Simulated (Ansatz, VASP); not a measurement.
# SnTe in VASP and in Ansatz

```
CELL_PARAMETERS angstrom
4.26880 0.00000 0.00000
-2.13440 3.69689 0.00000
0.00000 0.00000 4.17112
ATOMIC_POSITIONS crystal
Sn 0.66667 0.33333 0.00000
Te 0.00000 0.00000 0.50000
```

Change from the starting cell: species swapped into the TbSm type (P-6m2, No. 187).

Alike in both runs: functional PBE; k mesh 18 × 18 × 10; occupations gaussian, width 0.1 eV; no spin polarisation.

Ansatz relaxed the structure, and its values are those at the end. VASP's run is a single point on that final structure, the one shown.

|  | VASP | Ansatz |
| --- | --- | --- |
| version | VASP 6.6.1 | Ansatz 0.2.0 |
| potentials or method | VASP PAW PBE potentials, release 64 (Sn_d, Te), cutoff 520 eV | scalar-relativistic, plane waves, PAW |
| valence electrons in the cell | 20 | 30 |

Ansatz gave:

| Quantity | Value |
| --- | --- |
| gap on the k mesh at the Fermi level (eV) | none |
| pressure (GPa) | 0.0 |

Which values does VASP return?

gap on the k mesh at the Fermi level (eV): none; pressure (GPa): -0.1.

A gap of «none» marks a metal or a gap that the smearing closes. With one functional, cell and mesh, what is left measures potentials, basis and numerics. VASP's potentials hold 20 valence electrons a cell and Ansatz's 30, so a difference there can come from the potentials and not from the codes.

Neither program's run includes spin-orbit coupling.
